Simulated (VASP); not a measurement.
A run of VASP 6.6.1 is set up as follows.

The input INCAR:

```
PREC = Accurate
ENCUT = 520
EDIFF = 1E-6
ISMEAR = 0
SIGMA = 0.1
LREAL = F
LASPH = T
NELM = 60
ALGO = Fast
ISIF = 2
LWAVE = F
LCHARG = F
GGA = PS
NBANDS = 18
```

File KPOINTS:

```
Automatic mesh
0
Gamma
  18 18 18
```

POSCAR

```
TiNi
1.0
    2.9374487083      0.0000000000      0.0000000000
    0.0000000000      2.9374487083      0.0000000000
    0.0000000000      0.0000000000      3.1045602025
Ti Ni
1 1
Direct
    0.5000000000      0.5000000000      0.5000000000
    0.0000000000      0.0000000000      0.0000000000
```

Potentials or basis: VASP PAW PBE potentials, release 64 (Ti_sv, Ni).

Launch:

```sh
$ cat potpaw_PBE.64/Ti_sv/POTCAR potpaw_PBE.64/Ni/POTCAR > POTCAR
$ mpirun -np 1 vasp_std > vasp.out
```

Task: Predict the pressure.

Result: -3.9 GPa.

Task: What does it give for the band gap on the k mesh?

Result: Zero (bands 11 and 12 overlap by 1.95 eV).

Stress tensor (GPa, compression positive):
```
-3.37  0.00  0.00
 0.00 -3.37  0.00
 0.00  0.00 -4.97
```

Caveat: the cell differs from its parent crystal (uniaxial strain along c: +4.5 %); the cell stands under tension; the PAW data sets were made with another functional, which shifts forces and pressure a little. Spin polarisation is off, so any magnetic state and its effect on volume and gap are missing.
